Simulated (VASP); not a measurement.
# Si62Ge (a cell with a defect) in VASP: single point with PBEsol

Aim: the single point of Si62Ge (a cell with a defect) with PBEsol.

Everything below comes from runs of VASP 6.6.1. Logs are shortened: lines on timing, memory, paths and dates and some standing lists are left out, and cuts for length are marked.

## (1) The cell of the first run

The cell holds a defect, 63 atoms: a = 10.866 Å, b = 10.866 Å, c = 10.866 Å, α = 90.00°, β = 90.00°, γ = 90.00°.

## (2) Single point, PBEsol, collinear spin

Input file INCAR:

```
SYSTEM = Si62Ge
PREC = Accurate
ENCUT = 410
EDIFF = 1E-6
ISMEAR = -1
SIGMA = 0.05
LREAL = Auto
LASPH = .True.
NELM = 200
ALGO = Normal
ISIF = 2
LWAVE = .False.
LCHARG = .False.
ISPIN = 2
MAGMOM = 0 0 0 0 0 0 0 0 0 0 0 0 0 0 0 0 0 0 0 0 0 0.143 0 0.143 0 0 0 0 0 0 0 0 0 0 0 0 0 0.143 0 0 0.143 0 0 0 0 0 0 0 0 0 0 0 0 0.143 0 0 0 0 0.143 0 0 0 0.143
LORBIT = 11
GGA = PS
NELECT = 261.0
NBANDS = 172
GGA_COMPAT = .False.
```

Input file KPOINTS:

```
Automatic mesh
0
Gamma
  1 1 1
  0 0 0
```

Input file POSCAR:

```
Si62Ge
1.0
   10.8655790000      0.0000000000      0.0000000000
    0.0000000000     10.8655790000      0.0000000000
    0.0000000000      0.0000000000     10.8655790000
Si Ge
62 1
Direct
    0.0006300000      0.0000500000      0.0004300000
    0.9996200000      0.9990400000      0.5003600000
    0.9996300000      0.4999800000      0.9994200000
    0.0013300000      0.4994700000      0.4998500000
    0.5005600000      0.9990400000      0.9994200000
    0.5000500000      0.0007500000      0.4998500000
    0.5000500000      0.4994700000      0.0011300000
    0.1254300000      0.1248500000      0.1252300000
    0.1261200000      0.1255300000      0.6238200000
    0.1261200000      0.6234400000      0.1259200000
    0.1253100000      0.6249900000      0.6253700000
    0.6240200000      0.1255300000      0.1259200000
    0.6255700000      0.1247300000      0.6253700000
    0.6255700000      0.6249900000      0.1251100000
    0.2506200000      0.2500400000      0.0007400000
    0.2521800000      0.2516000000      0.5005700000
    0.2515000000      0.7509600000      0.9992100000
    0.2497700000      0.7493000000      0.4995000000
    0.7515400000      0.2509100000      0.9992100000
    0.7498800000      0.2491800000      0.4995000000
    0.7501400000      0.7495600000      0.0000300000
    0.7460000000      0.7454200000      0.5063800000
    0.3754500000      0.3748700000      0.1264300000
    0.3780500000      0.3774700000      0.6264500000
    0.3757300000      0.8752300000      0.1250300000
    0.3780100000      0.8716700000      0.6228700000
    0.8758100000      0.3751500000      0.1250300000
    0.8722500000      0.3774300000      0.6228700000
    0.8750100000      0.8744300000      0.1250200000
    0.8735700000      0.8729900000      0.6257700000
    0.2506200000      0.0003500000      0.2504200000
    0.2515000000      0.9988200000      0.7513500000
    0.2521900000      0.5001900000      0.2519900000
    0.2497700000      0.4991100000      0.7496800000
    0.7515400000      0.9988300000      0.2513000000
    0.7501400000      0.9996400000      0.7499400000
    0.7498800000      0.4991100000      0.2495700000
    0.7460100000      0.5059800000      0.7458200000
    0.3754500000      0.1260500000      0.3752500000
    0.3757300000      0.1246500000      0.8756100000
    0.3780500000      0.6260700000      0.3778500000
    0.3780200000      0.6224800000      0.8720500000
    0.8758100000      0.1246500000      0.3755300000
    0.8750100000      0.1246300000      0.8748100000
    0.8722500000      0.6224800000      0.3778200000
    0.8735800000      0.6253900000      0.8733800000
    0.0009300000      0.2500400000      0.2504200000
    0.9994100000      0.2509100000      0.7513400000
    0.9994100000      0.7509600000      0.2513000000
    0.0002300000      0.7495600000      0.7499400000
    0.5007700000      0.2516000000      0.2519800000
    0.4997000000      0.2491800000      0.7496800000
    0.4997000000      0.7493000000      0.2495700000
    0.5065800000      0.7454200000      0.7458000000
    0.1266300000      0.3748600000      0.3752500000
    0.1252300000      0.3751400000      0.8756100000
    0.1252300000      0.8752200000      0.3755300000
    0.1252100000      0.8744300000      0.8748100000
    0.6266500000      0.3774700000      0.3778500000
    0.6230600000      0.3774300000      0.8720500000
    0.6230600000      0.8716700000      0.3778100000
    0.6259700000      0.8729900000      0.8733700000
    0.5134900000      0.5129200000      0.5133000000
```

Potentials or basis: VASP PAW PBE potentials, release 64 (Si, Ge_d).

The run is started by

```
cat potpaw_PBE.64/Si/POTCAR potpaw_PBE.64/Ge_d/POTCAR > POTCAR
mpirun -np 1 vasp_gam > vasp.out
```

OUTCAR:

```text
SYSTEM = Si62Ge
   PREC = Accurate
   ENCUT = 410
   EDIFF = 1E-6
   ISMEAR = -1
   LREAL = Auto
   LASPH = .True.
   NELM = 200
   ISIF = 2
   ISPIN = 2
   LORBIT = 11
   GGA = PS
   NELECT = 261.0

 ion  position               nearest neighbor table
   1  0.001  0.000  0.000-   8 2.35  44 2.36  58 2.36  29 2.36
   2  1.000  0.999  0.500-  43 2.35  57 2.35   9 2.36  30 2.37
   3  1.000  0.500  0.999-  56 2.35  27 2.35  10 2.36  46 2.37
   4  0.001  0.499  0.500-  45 2.35  28 2.35  55 2.35  11 2.35
   5  0.501  0.999  0.999-  25 2.35  40 2.35  12 2.36  62 2.37
   6  0.500  0.001  0.500-  61 2.35  26 2.35  39 2.35  13 2.35
[... 43 lines left out ...]
  50  0.000  0.750  0.750-  11 2.35  46 2.35  30 2.35  58 2.35
  51  0.501  0.252  0.252-  23 2.35  39 2.35  12 2.35  59 2.37
  52  0.500  0.249  0.750-  24 2.34  60 2.35  40 2.35  13 2.35
  53  0.500  0.749  0.250-  41 2.34  61 2.35  25 2.35  14 2.35
  54  0.507  0.745  0.746-  62 2.35  42 2.37  26 2.37
  55  0.127  0.375  0.375-  16 2.35  33 2.35   4 2.35  47 2.35
  56  0.125  0.375  0.876-   3 2.35  48 2.35  34 2.35  15 2.36
  57  0.125  0.875  0.376-   2 2.35  49 2.35  18 2.35  31 2.36
  58  0.125  0.874  0.875-  32 2.35  17 2.35  50 2.35   1 2.36
  59  0.627  0.377  0.378-  37 2.34  20 2.34  51 2.37  63 2.42
  60  0.623  0.377  0.872-  52 2.35   7 2.35  38 2.37  19 2.40
  61  0.623  0.872  0.378-  53 2.35   6 2.35  22 2.37  35 2.40
  62  0.626  0.873  0.873-  36 2.35  21 2.35  54 2.35   5 2.37
  63  0.513  0.513  0.513-  24 2.42  41 2.42  59 2.42

  LATTYP: Found a simple cubic cell.
 ALAT       =    10.8655790000

  Lattice vectors:

 A1 = (  10.8655790000,   0.0000000000,   0.0000000000)
 A2 = (   0.0000000000,  10.8655790000,   0.0000000000)
 A3 = (   0.0000000000,   0.0000000000,  10.8655790000)

Analysis of symmetry for initial positions (statically):
=====================================================================
 Subroutine PRICEL returns:
 Original cell was already a primitive cell.

 Routine SETGRP: Setting up the symmetry group for a
 simple cubic supercell.

 Subroutine GETGRP returns: Found  1 space group operations
 (whereof  1 operations were pure point group operations)
 out of a pool of 48 trial point group operations.

The static configuration has the point symmetry C_1 .

Analysis of symmetry for dynamics (positions and initial velocities):
=====================================================================
 Subroutine PRICEL returns:
 Original cell was already a primitive cell.

 Routine SETGRP: Setting up the symmetry group for a
 simple cubic supercell.

 Subroutine GETGRP returns: Found  1 space group operations
 (whereof  1 operations were pure point group operations)
 out of a pool of 48 trial point group operations.

The dynamic configuration has the point symmetry C_1 .

Analysis of structural, dynamic, and magnetic symmetry:
=====================================================================
 Subroutine PRICEL returns:
 Original cell was already a primitive cell.

 Routine SETGRP: Setting up the symmetry group for a
 simple cubic supercell.

 Subroutine GETGRP returns: Found  1 space group operations
 (whereof  1 operations were pure point group operations)
 out of a pool of 48 trial point group operations.

The overall configuration has the point symmetry C_1 .

 Subroutine INISYM returns: Found  1 space group operations
 (whereof  1 operations are pure point group operations),
 and found     1 'primitive' translations

----------------------------------------------------------------------------------------

                                     Primitive cell

  volume of cell :    1282.7990

[... 179 lines left out ...]
   ICHARG =      2    charge: 1-file 2-atom 10-const
   ISPIN  =      2    spin polarized calculation?
   LNONCOLLINEAR =      F non collinear calculations
   LSORBIT =      F    spin-orbit coupling
   LASPH  =      T    aspherical Exc in radial PAW
   ENCUT  =  410.0 eV  30.13 Ry    5.49 a.u.  17.94 17.94 17.94*2*pi/ulx,y,z
   NELM   =    200;   NELMIN=  2; NELMDL= -5     # of ELM steps
   EDIFF  = 0.1E-05   stopping-criterion for ELM
   LREAL  =      T    real-space projection
   EDIFFG = 0.1E-04   stopping-criterion for IOM
   NSW    =      0    number of steps for IOM
   IBRION =     -1    ionic relax: 0-MD 1-quasi-New 2-CG
   NFREE  =      0    steps in history (QN), initial steepest desc. (CG)
   ISIF   =      2    stress and relaxation
   ISYM   =      2    0-nonsym 1-usesym 2-fastsym
   POTIM  = 0.5000    time-step for ionic-motion
   TEBEG  =    0.0;   TEEND  =   0.0 temperature during run
   PSTRESS=    0.0 pullay stress
   NELECT =     261.0000    total number of electrons
   NUPDOWN=      -1.0000    fix difference up-down
   EMIN   =  10.00;   EMAX   =-10.00  energy-range for DOS
   EFERMI =   0.00;   METHOD = LEGACY
   ISMEAR =    -1;   SIGMA  =   0.05  broadening in eV -4-tet -1-fermi 0-gaus
   EFERMI_NEDOS =   21; number of points for ismear=-14 and -15
   IALGO  =     38    algorithm
   IMIX   =      4    mixing-type and parameters
     AMIX     =   0.40;   BMIX     =  1.00
     AMIX_MAG =   1.60;   BMIX_MAG =  1.00
  volume/ion in A,a.u.               =      20.36       137.41
  Fermi-wavevector in a.u.,A,eV,Ry     =   0.962873  1.819565 12.614281  0.927123
  Thomas-Fermi vector in A             =   2.092369
   LORBIT       =     11    0 simple, 1 ext, 2 COOP (PROOUT), +10 PAW based schemes
   GGA     = PS    functional components
   LHFCALC =     F    Hartree Fock is set to
   AEXX    =    0.0000 exact exchange contribution
   IVDW    =     0    specifies the selected vdW correction
   LEPSILON=     F    determine dielectric tensor
   LRPA    =     F    only Hartree local field effects (RPA)
 spin polarized calculation
  energy-cutoff  :      410.00
  volume of cell :     1282.80
 maximum number of plane-waves:     12056
 NGX is ok and might be reduce to    70
   NGX = 35   NGY = 35   NGZ = 35

 number of electron     261.0000001 magnetization       0.0011089

 Free energy of the ion-electron system (eV)
  ---------------------------------------------------
  ext. energy  EPLUGINS =         0.00000000
  ---------------------------------------------------
  free energy    TOTEN  =      -357.67042328 eV

  energy without entropy =     -357.53309236  energy(sigma->0) =     -357.60175782

 E-fermi :   6.0695     XC(G=0):  -9.4843

 val. band max:        5.3400571095   @ k =   0.0000   0.0000   0.0000
 cond. band min:       6.1111821868   @ k =   0.0000   0.0000   0.0000
 fundamental gap:      0.7711250773
 Fermi energy:         6.0695291519

 spin component 1

 k-point     1 :       0.0000    0.0000    0.0000
  band No.  band energies     occupation
      1     -18.4176      1.00000
      2     -18.4137      1.00000
      3     -18.4137      1.00000
      4     -18.3625      1.00000
      5     -18.3625      1.00000
      6      -6.2827      1.00000
[... 134 lines left out ...]
    141       6.7400      0.00000
    142       6.7662      0.00000
 Fermi energy:         6.0695291519

 spin component 2

 k-point     1 :       0.0000    0.0000    0.0000
  band No.  band energies     occupation
      1     -18.4175      1.00000
      2     -18.4136      1.00000
      3     -18.4136      1.00000
      4     -18.3625      1.00000
      5     -18.3625      1.00000
      6      -6.2827      1.00000
[... 134 lines left out ...]
    141       6.7401      0.00000
    142       6.7663      0.00000
 [bands above 142 left out]

------------------------ aborting loop because EDIFF is reached ----------------------------------------

  FORCE on cell =-STRESS in cart. coord.  units (eV):
  Direction    XX          YY          ZZ          XY          YZ          ZX
  --------------------------------------------------------------------------------------
  -------------------------------------------------------------------------------------
  Total       -8.8640542     -8.8679883     -8.8689146      0.5387160      0.5375013      0.5392571
  in kB      -11.0709366    -11.0758502    -11.0770071      0.6728400      0.6713229      0.6735159
  external PRESSURE =     -11.0745979 kB  Pullay stress =       0.0000000 kB

 VOLUME and BASIS-vectors are now :
 -----------------------------------------------------------------------------
  energy-cutoff  :      410.00
  volume of cell :     1282.80
      direct lattice vectors                 reciprocal lattice vectors
    10.865579000  0.000000000  0.000000000     0.092033752  0.000000000  0.000000000
     0.000000000 10.865579000  0.000000000     0.000000000  0.092033752  0.000000000
     0.000000000  0.000000000 10.865579000     0.000000000  0.000000000  0.092033752

 POSITION                                       TOTAL-FORCE (eV/Angst)
 -----------------------------------------------------------------------------------
      0.00685      0.00054      0.00467        -0.017363     -0.018488     -0.017436
     10.86145     10.85515      5.43670         0.045367      0.044051     -0.146756
     10.86156      5.43257     10.85928         0.043907     -0.146804      0.044118
      0.01445      5.42703      5.43116        -0.043873      0.032907      0.034400
      5.43887     10.85515     10.85928        -0.146678      0.044372      0.045155
      5.43333      0.00815      5.43116         0.033397     -0.043029      0.033807
[... 55 lines left out ...]
      6.80153      9.48554      9.48967         0.171940     -0.048901     -0.048868
      5.57937      5.57317      5.57730         0.046337      0.046148      0.045603
 -----------------------------------------------------------------------------------
    total drift:                                0.031148     -0.011354      0.016630

  FREE ENERGIE OF THE ION-ELECTRON SYSTEM (eV)
  ---------------------------------------------------
  free  energy   TOTEN  =      -357.6704232839 eV

  energy  without entropy=     -357.5330923639  energy(sigma->0) =     -357.60175782

 total charge

# of ion       s       p       d       tot
------------------------------------------
    1        0.741   0.945   0.000   1.686
    2        0.746   0.937   0.000   1.683
    3        0.746   0.938   0.000   1.683
    4        0.740   0.954   0.000   1.695
    5        0.746   0.938   0.000   1.683
    6        0.740   0.954   0.000   1.695
[... 55 lines left out ...]
   62        0.742   0.943   0.000   1.685
   63        1.170   1.161  10.009  12.340
--------------------------------------------------
tot         47.301  59.331  10.009 116.641

 magnetization (x)

# of ion       s       p       d       tot
------------------------------------------
    1        0.000  -0.000   0.000  -0.000
    2        0.000   0.000   0.000   0.000
    3        0.000   0.000   0.000   0.000
    4        0.000  -0.000   0.000  -0.000
    5        0.000   0.000   0.000   0.000
    6        0.000  -0.000   0.000  -0.000
[... 55 lines left out ...]
   62        0.000   0.000   0.000   0.000
   63        0.000   0.000  -0.000   0.000
--------------------------------------------------
tot          0.000   0.000  -0.000   0.000
```

It took 18 min on 1 thread of Intel Xeon 8259CL, shared host; peak memory 1.1 GiB.

Results:

```yaml
Free_energy: -357.6704 eV
Largest_force: 0.232 eV/Å
Net_moment: 0.00 μB per cell
Valence_electrons_inside_the_program's_atomic_spheres: Si 1.69, 1.68, 1.70, 1.67, 1.62 (each value once); Ge 12.34
```

Forces on the atoms (eV/Å):
```
Si  -0.017 -0.018 -0.017
Si   0.045  0.044 -0.147
Si   0.044 -0.147  0.044
Si  -0.044  0.033  0.034
Si  -0.147  0.044  0.045
Si   0.033 -0.043  0.034
Si   0.034  0.033 -0.044
Si   0.008  0.007  0.008
Si  -0.047 -0.047  0.222
Si  -0.046  0.221 -0.047
Si  -0.006 -0.033 -0.031
Si   0.221 -0.047 -0.047
Si  -0.031 -0.008 -0.031
Si  -0.031 -0.033 -0.006
Si  -0.011 -0.011  0.018
Si   0.041  0.041 -0.144
Si   0.041 -0.074 -0.007
Si   0.030 -0.004  0.036
Si  -0.075  0.042 -0.006
Si  -0.003  0.031  0.037
Si   0.000 -0.001  0.013
Si  -0.016 -0.015 -0.202
Si  -0.009 -0.008 -0.010
Si  -0.089 -0.090  0.123
Si  -0.033 -0.016 -0.012
Si  -0.018  0.030  0.118
Si  -0.015 -0.035 -0.013
Si   0.028 -0.017  0.118
Si   0.022  0.021  0.011
Si  -0.050 -0.049  0.172
Si  -0.010  0.018 -0.010
Si   0.042 -0.006 -0.075
Si   0.039 -0.145  0.040
Si   0.030  0.036 -0.003
Si  -0.074 -0.007  0.042
Si   0.000  0.013 -0.001
Si  -0.003  0.038  0.030
Si  -0.015 -0.200 -0.015
Si  -0.009 -0.010 -0.009
Si  -0.035 -0.012 -0.016
Si  -0.089  0.124 -0.089
Si  -0.020  0.119  0.028
Si  -0.016 -0.013 -0.035
Si   0.022  0.011  0.021
Si   0.028  0.119 -0.019
Si  -0.051  0.173 -0.050
Si   0.018 -0.011 -0.011
Si  -0.007  0.042 -0.075
Si  -0.007 -0.075  0.042
Si   0.012 -0.001 -0.001
Si  -0.144  0.041  0.041
Si   0.036  0.031 -0.004
Si   0.036 -0.004  0.029
Si  -0.202 -0.015 -0.015
Si  -0.011 -0.007 -0.009
Si  -0.012 -0.034 -0.015
Si  -0.012 -0.014 -0.033
Si   0.012  0.020  0.022
Si   0.123 -0.090 -0.088
Si   0.118 -0.018  0.029
Si   0.118  0.029 -0.017
Si   0.172 -0.049 -0.049
Ge   0.046  0.046  0.046
```

Caveat: the k points lie up to 0.58 Å⁻¹ apart; the cell carries a net charge on a neutralising background, which shifts energy and pressure; the cell is charged against a uniform background, so pressure and absolute levels hang on convention; the PAW data sets were made with another functional, which shifts forces and pressure a little.
